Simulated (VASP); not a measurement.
Set up this calculation in VASP 6.6.1, as the native input.

```
Task                   : single point
Functional             : PBE
Potentials or basis    : VASP PAW PBE potentials, release 64 (Al, N)
Cutoff                 : 520 eV
k mesh                 : 10 × 10 × 6
Occupations            : gaussian, width 0.024 eV
Spin                   : no spin polarisation
Dipole correction      : no
Further INCAR settings : ALGO = Normal; EDIFF = 1e-06; NBANDS = 16
```

The structure of AlN lies in POSCAR:

```
AlN
1.0
    3.1130000000      0.0000000000      0.0000000000
   -1.5565000000      2.6959370820      0.0000000000
    0.0000000000      0.0000000000      4.9810000000
Al N
2 2
Direct
    0.6666666667      0.3333333333      0.5000000000
    0.3333333333      0.6666666667      0.0000000000
    0.6666666667      0.3333333333      0.8800000000
    0.3333333333      0.6666666667      0.3800000000
```

These files were run (other wordings do the same):

INCAR

```
  PREC = Accurate
  ENCUT = 520
  EDIFF = 1E-6
  ISMEAR = 0
  SIGMA = 0.024
  LREAL = False
  LASPH = True
  NELM = 80
  ALGO = Normal
  ISIF = 2
  LWAVE = False
  LCHARG = True
  GGA = PE
  LELF = True
  LVHAR = True
  NBANDS = 16
```

KPOINTS

```
Automatic mesh
0
Gamma
  10 10 6
```

Potentials or basis: VASP PAW PBE potentials, release 64 (Al, N).

Launch:

```sh
$ cat potpaw_PBE.64/Al/POTCAR potpaw_PBE.64/N/POTCAR > POTCAR
$ mpirun -np 1 vasp_std > vasp.out
```

It gave:

| Property | Result |
| --- | --- |
| Pressure | 3.5 GPa |
| Largest force | 0.129 eV/Å |
| Band gap on the k mesh | 4.22 eV |

Caveat: the cell stands under pressure.

Run time: 44 s on 1 thread of Intel Xeon 8259CL, on a shared host, peak memory 0.17 GiB.
